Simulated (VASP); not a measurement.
Write the native input for VASP 6.6.1 that does the following.

```
Task                   : relaxation of cell and atoms
Functional             : PBE
Potentials or basis    : VASP PAW PBE potentials, release 64 (Au)
Cutoff                 : 600 eV
k mesh                 : 12 × 12 × 12
Occupations            : gaussian, width 0.1 eV
Spin                   : no spin polarisation
Dipole correction      : no
Further INCAR settings : ALGO = Fast; EDIFF = 1e-06; IBRION = 2; EDIFFG = -0.01; NSW = 100; ISIF = 3
```

The structure of Au lies in POSCAR:

```
Au
1.0
    0.0000000000      3.1872491393      3.1872491393
    3.1872491393      0.0000000000      3.1872491393
    3.1872491393      3.1872491393      0.0000000000
Au
3
Direct
    0.2500000000      0.2500000000      0.2500000000
    0.7500000000      0.7500000000      0.7500000000
    0.5000000000      0.5000000000      0.5000000000
```

The cell was built from a structure type or drawn by symmetry, and may not be a known phase.

These files were run (other wordings do the same):

INCAR

```
PREC = Accurate
ENCUT = 600
EDIFF = 1E-6
ISMEAR = 0
SIGMA = 0.1
LREAL = False
LASPH = True
NELM = 100
ALGO = Fast
ISIF = 3
LWAVE = False
LCHARG = False
GGA = PE
IBRION = 2
NSW = 100
EDIFFG = -0.01
```

KPOINTS

```
regular mesh
0
Gamma
  12 12 12
```

Potentials or basis: VASP PAW PBE potentials, release 64 (Au).

Run with:

```console
$ cat potpaw_PBE.64/Au/POTCAR > POTCAR
$ mpirun -np 1 vasp_std > vasp.out
```

Results of the run:

```yaml
Relaxed_volume: 21.46 Å³/atom
Relaxed_cell: a = 4.499 Å, b = 4.499 Å, c = 4.499 Å, α = 60.00°, β = 60.00°, γ = 60.00°
Space_group_after_relaxing_to_0.1_Å: Fm-3m (No. 225)
Energy_gained_by_relaxing: 0.2 meV/atom
Ionic_steps: 3
Pressure_after_relaxing: 0.0 GPa
Band_gap_on_the_k_mesh: zero (an odd number of electrons rules out a gap without spin polarisation)
```

Caveat: spin-orbit coupling is left out, which moves the levels of the heavy elements.

Run time: 3.1 min on 1 thread of Intel(R) Xeon(R) Platinum 8259CL CPU @ 2.50GHz (Skylake/Cascade Lake) (shared host), peak memory 0.27 GiB.
